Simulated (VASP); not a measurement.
# Zn (Im-3m) in VASP: single point with LDA

Aim: the single point of Zn with LDA.

Program: VASP 6.6.1. These are calculated values, not measurements. Logs are shortened: lines on timing, memory, paths and dates and some standing lists are left out, and cuts for length are marked.

### Step 1. The cell of the first run

Symmetry: Im-3m, No. 229, cubic system. Conventional cell: a = 3.002 Å, b = 3.002 Å, c = 3.002 Å, α = 90.00°, β = 90.00°, γ = 90.00°. Within 3.4 Å of Zn (site symmetry m-3m) lie 14 Zn at 2.60 to 3.00 Å.

### Step 2. Single point, LDA

INCAR

```
PREC = Accurate
ENCUT = 520
EDIFF = 1E-6
ISMEAR = -1
SIGMA = 0.13605693000000002
LREAL = False
LASPH = True
NELM = 80
ALGO = Normal
ISIF = 2
LWAVE = False
LCHARG = False
NBANDS = 12
```

KPOINTS

```
Automatic mesh
0
Gamma
  15 15 15
```

POSCAR

```
Zn
1.0
   -1.5010733059      1.5010733059      1.5010733059
    1.5010733059     -1.5010733059      1.5010733059
    1.5010733059      1.5010733059     -1.5010733059
Zn
1
Direct
    0.0000000000      0.0000000000      0.0000000000
```

Potentials or basis: VASP PAW LDA potentials, release 64 (Zn).

Launch:

```
cat potpaw_LDA.64/Zn/POTCAR > POTCAR
mpirun -np 1 vasp_std > vasp.out
```

OUTCAR:

```text
PREC = Accurate
   ENCUT = 520
   EDIFF = 1E-6
   ISMEAR = -1
   LREAL = False
   LASPH = True
   NELM = 80
   ISIF = 2

 ion  position               nearest neighbor table
   1  0.000  0.000  0.000-

  LATTYP: Found a body centered cubic cell.
 ALAT       =     3.0021466118

  Lattice vectors:

 A1 = (  -1.5010733059,   1.5010733059,   1.5010733059)
 A2 = (   1.5010733059,  -1.5010733059,   1.5010733059)
 A3 = (   1.5010733059,   1.5010733059,  -1.5010733059)

Analysis of symmetry for initial positions (statically):
=====================================================================
 Subroutine PRICEL returns:
 Original cell was already a primitive cell.

 Routine SETGRP: Setting up the symmetry group for a
 body centered cubic supercell.

 Subroutine GETGRP returns: Found 48 space group operations
 (whereof 48 operations were pure point group operations)
 out of a pool of 48 trial point group operations.

The static configuration has the point symmetry O_h .

Analysis of symmetry for dynamics (positions and initial velocities):
=====================================================================
 Subroutine PRICEL returns:
 Original cell was already a primitive cell.

 Routine SETGRP: Setting up the symmetry group for a
 body centered cubic supercell.

 Subroutine GETGRP returns: Found 48 space group operations
 (whereof 48 operations were pure point group operations)
 out of a pool of 48 trial point group operations.

The dynamic configuration has the point symmetry O_h .

 Subroutine INISYM returns: Found 48 space group operations
 (whereof 48 operations are pure point group operations),
 and found     1 'primitive' translations

----------------------------------------------------------------------------------------

                                     Primitive cell

  volume of cell :      13.5290

  direct lattice vectors                    reciprocal lattice vectors
    -1.501073306  1.501073306  1.501073306     0.000000000  0.333094991  0.333094991
     1.501073306 -1.501073306  1.501073306     0.333094991  0.000000000  0.333094991
     1.501073306  1.501073306 -1.501073306     0.333094991  0.333094991  0.000000000

  length of vectors
     2.599935232  2.599935232  2.599935232     0.471067454  0.471067454  0.471067454

  position of ions in fractional coordinates (direct lattice)
     0.000000000  0.000000000  0.000000000

  ion indices of the primitive-cell ions
   primitive index   ion index
                 1           1

----------------------------------------------------------------------------------------

 KPOINTS: Automatic mesh

Automatic generation of k-mesh.
 Grid dimensions read from file:
 generate k-points for:   15   15   15

 Generating k-lattice:

  Cartesian coordinates                     Fractional coordinates (reciprocal lattice)
     0.000000000  0.022206333  0.022206333     0.066666667  0.000000000  0.000000000
     0.022206333  0.000000000  0.022206333     0.000000000  0.066666667  0.000000000
     0.022206333  0.022206333  0.000000000     0.000000000  0.000000000  0.066666667

  Length of vectors
     0.031404497  0.031404497  0.031404497

  Shift w.r.t. Gamma in fractional coordinates (k-lattice)
     0.000000000  0.000000000  0.000000000

 Subroutine IBZKPT returns following result:
 ===========================================

 Found    120 irreducible k-points:

 Following reciprocal coordinates:
            Coordinates               Weight
  0.000000  0.000000  0.000000      1.000000
  0.066667  0.000000  0.000000     12.000000
  0.133333  0.000000  0.000000     12.000000
  0.200000  0.000000  0.000000     12.000000
  0.266667  0.000000  0.000000     12.000000
  0.333333  0.000000  0.000000     12.000000
[... 16 lines left out ...]
  0.333333  0.200000  0.000000     48.000000
  0.400000  0.200000  0.000000     24.000000
 [... further k-points ...]
   k-points           NKPTS =    120   k-points in BZ     NKDIM =    120   number of bands    NBANDS=     12
   number of dos      NEDOS =    301   number of ions     NIONS =      1
   total plane-waves  NPLWV =   8000
   dimension x,y,z NGX =    20 NGY =   20 NGZ =   20
   dimension x,y,z NGXF=    40 NGYF=   40 NGZF=   40
   ions per type =               1
   NGX,Y,Z   is equivalent  to a cutoff of  12.79, 12.79, 12.79 a.u.
   NGXF,Y,Z  is equivalent  to a cutoff of  25.58, 25.58, 25.58 a.u.
 SYSTEM =  unknown system
   PREC   = accura    normal or accurate (medium, high low for compatibility)
   ISTART =      0    job   : 0-new  1-cont  2-samecut
   ICHARG =      2    charge: 1-file 2-atom 10-const
   ISPIN  =      1    spin polarized calculation?
   LNONCOLLINEAR =      F non collinear calculations
   LSORBIT =      F    spin-orbit coupling
   LASPH  =      T    aspherical Exc in radial PAW
   ENCUT  =  520.0 eV  38.22 Ry    6.18 a.u.   4.83  4.83  4.83*2*pi/ulx,y,z
   NELM   =     80;   NELMIN=  2; NELMDL= -5     # of ELM steps
   EDIFF  = 0.1E-05   stopping-criterion for ELM
   LREAL  =      F    real-space projection
   EDIFFG = 0.1E-04   stopping-criterion for IOM
   NSW    =      0    number of steps for IOM
   IBRION =     -1    ionic relax: 0-MD 1-quasi-New 2-CG
   NFREE  =      0    steps in history (QN), initial steepest desc. (CG)
   ISIF   =      2    stress and relaxation
   ISYM   =      2    0-nonsym 1-usesym 2-fastsym
   POTIM  = 0.5000    time-step for ionic-motion
   TEBEG  =    0.0;   TEEND  =   0.0 temperature during run
   PSTRESS=    0.0 pullay stress
   NELECT =      12.0000    total number of electrons
   NUPDOWN=      -1.0000    fix difference up-down
   EMIN   =  10.00;   EMAX   =-10.00  energy-range for DOS
   EFERMI =   0.00;   METHOD = LEGACY
   ISMEAR =    -1;   SIGMA  =   0.14  broadening in eV -4-tet -1-fermi 0-gaus
   EFERMI_NEDOS =   21; number of points for ismear=-14 and -15
   IALGO  =     38    algorithm
   IMIX   =      4    mixing-type and parameters
     AMIX     =   0.40;   BMIX     =  1.00
     AMIX_MAG =   1.60;   BMIX_MAG =  1.00
  volume/ion in A,a.u.               =      13.53        91.30
  Fermi-wavevector in a.u.,A,eV,Ry     =   1.572944  2.972434 33.662906  2.474154
  Thomas-Fermi vector in A             =   2.674303
   LORBIT       =      0    0 simple, 1 ext, 2 COOP (PROOUT), +10 PAW based schemes
   GGA     = CA    functional components
   LHFCALC =     F    Hartree Fock is set to
   AEXX    =    0.0000 exact exchange contribution
   IVDW    =     0    specifies the selected vdW correction
   LEPSILON=     F    determine dielectric tensor
   LRPA    =     F    only Hartree local field effects (RPA)
 non-spin polarized calculation
  energy-cutoff  :      520.00
  volume of cell :       13.53
 maximum number of plane-waves:       374
   NGX =  9   NGY =  9   NGZ =  9

 number of electron      11.9999995 magnetization

 Free energy of the ion-electron system (eV)
  ---------------------------------------------------
  ext. energy  EPLUGINS =         0.00000000
  ---------------------------------------------------
  free energy    TOTEN  =        -1.78217304 eV

  energy without entropy =       -1.76402199  energy(sigma->0) =       -1.77309752

 E-fermi :   3.9812     XC(G=0): -12.5369

 val. band max:        3.9398167993   @ k =   0.4000   0.1333  -0.0000
 cond. band min:       4.0402138032   @ k =  -0.4667   0.4667   0.1333
 fundamental gap:      0.1003970040
 Fermi energy:         3.9812343678

 k-point     1 :       0.0000    0.0000    0.0000
  band No.  band energies     occupation
      1      -7.5810      2.00000
      2      -4.3613      2.00000
      3      -4.3613      2.00000
      4      -4.3613      2.00000
      5      -3.7250      2.00000
      6      -3.7250      2.00000
      7      24.9145      0.00000
      8      24.9145      0.00000
      9      24.9145      0.00000
     10      25.9017      0.00000
     11      25.9017      0.00000
     12      25.9017      0.00000

 k-point     2 :       0.0667    0.0000    0.0000
  band No.  band energies     occupation
      1      -7.4272      2.00000
      2      -4.3783      2.00000
      3      -4.3581      2.00000
      4      -4.3198      2.00000
      5      -3.7412      2.00000
      6      -3.7239      2.00000
      7      22.5032      0.00000
      8      23.7066      0.00000
      9      24.0350      0.00000
     10      24.9625      0.00000
     11      25.0478      0.00000
     12      25.7901      0.00000

 k-point     3 :       0.1333    0.0000    0.0000
  band No.  band energies     occupation
      1      -6.9763      2.00000
      2      -4.4263      2.00000
      3      -4.3461      2.00000
      4      -4.2007      2.00000
      5      -3.7783      2.00000
      6      -3.7204      2.00000
      7      18.8052      0.00000
      8      21.8481      0.00000
      9      22.3737      0.00000
     10      23.6627      0.00000
     11      24.3040      0.00000
     12      26.2579      0.00000
[... 286 lines left out ...]
 k-point    23 :       0.3333    0.2000    0.0000
  band No.  band energies     occupation
      1      -4.9083      2.00000
      2      -4.6252      2.00000
      3      -4.0363      2.00000
      4      -3.7723      2.00000
      5      -3.5792      2.00000
      6       0.7663      2.00000
      7       5.5502      0.00002
      8       9.8938      0.00000
      9      16.2305      0.00000
     10      23.9506      0.00000
     11      27.9204      0.00000
     12      30.3394      0.00000

 k-point    24 :       0.4000    0.2000    0.0000
  band No.  band energies     occupation
      1      -4.9225      2.00000
      2      -4.6382      2.00000
      3      -4.0081      2.00000
      4      -3.7577      2.00000
      5      -3.5580      2.00000
      6       2.2941      1.99999
      7       3.7211      1.74241
      8       9.7287      0.00000
      9      16.0795      0.00000
     10      23.8582      0.00000
     11      29.3537      0.00000
     12      29.6192      0.00000

 [... further k-points ...]
[... 5 lines left out ...]
  --------------------------------------------------------------------------------------
  -------------------------------------------------------------------------------------
  Total        0.1574074      0.1574074      0.1574074      0.0000000      0.0000000      0.0000000
  in kB       18.6410345     18.6410345     18.6410345      0.0000000      0.0000000      0.0000000
  external PRESSURE =      18.6410345 kB  Pullay stress =       0.0000000 kB

 VOLUME and BASIS-vectors are now :
 -----------------------------------------------------------------------------
  energy-cutoff  :      520.00
  volume of cell :       13.53
      direct lattice vectors                 reciprocal lattice vectors
    -1.501073306  1.501073306  1.501073306     0.000000000  0.333094991  0.333094991
     1.501073306 -1.501073306  1.501073306     0.333094991  0.000000000  0.333094991
     1.501073306  1.501073306 -1.501073306     0.333094991  0.333094991  0.000000000

 POSITION                                       TOTAL-FORCE (eV/Angst)
 -----------------------------------------------------------------------------------
      0.00000      0.00000      0.00000         0.000000      0.000000     -0.000000
 -----------------------------------------------------------------------------------
    total drift:                                0.000000     -0.000000      0.000000

  FREE ENERGIE OF THE ION-ELECTRON SYSTEM (eV)
  ---------------------------------------------------
  free  energy   TOTEN  =        -1.7821730424 eV

  energy  without entropy=       -1.7640219940  energy(sigma->0) =       -1.77309752
```

Wall time 21 s (1 thread of Intel Xeon 8259CL, shared host); peak memory 0.13 GiB.

Results:

| Property | Result |
| --- | --- |
| Free energy | -1.7822 eV |
| Pressure | 1.9 GPa |
| Band gap on the k mesh | zero (band 6 reaches 7.59 eV, above the bottom of band 7 at 3.16 eV) |
